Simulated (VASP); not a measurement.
A run of VASP 6.6.1 is set up as follows.

File INCAR:

```
SYSTEM = Mo
PREC = Accurate
ENCUT = 520
EDIFF = 1E-6
ISMEAR = 0
SIGMA = 0.15
LREAL = .FALSE.
LASPH = .TRUE.
NELM = 60
ALGO = Fast
ISIF = 2
LWAVE = .FALSE.
LCHARG = .FALSE.
GGA = PS
NBANDS = 13
```

Contents of KPOINTS:

```
Automatic mesh
0
G
  18 18 18
  0 0 0
```

File POSCAR:

```
Mo
1.0
    2.7355103972      0.0000000000      0.0000000000
   -1.3677551986      2.2505704215      0.0000000000
    0.0000000000      0.0000000000      2.5551807000
Mo
1
Direct
    0.0000000000      0.0000000000      0.5000000000
```

Potentials or basis: VASP PAW PBE potentials, release 64 (Mo_sv).

The run is started by

```bash
$ cat potpaw_PBE.64/Mo_sv/POTCAR > POTCAR
$ mpirun -np 1 vasp_std > vasp.out
```

Question: Estimate the pressure.

Answer: 9.6 GPa.

Question: Estimate the band gap on the k mesh.

Answer: Zero (bands 7 and 8 overlap by 1.92 eV).

Stress tensor (GPa, compression positive):
```
17.22  0.00  0.00
 0.00 14.85  0.00
 0.00  0.00 -3.38
```

Caveat: the cell differs from its parent crystal (strain -0.0500 x Voigt [0, 1, 0, 0, 0, 0]); the stress differs along the axes, from -3 to 17 GPa; the PAW data sets were made with another functional, which shifts forces and pressure a little.
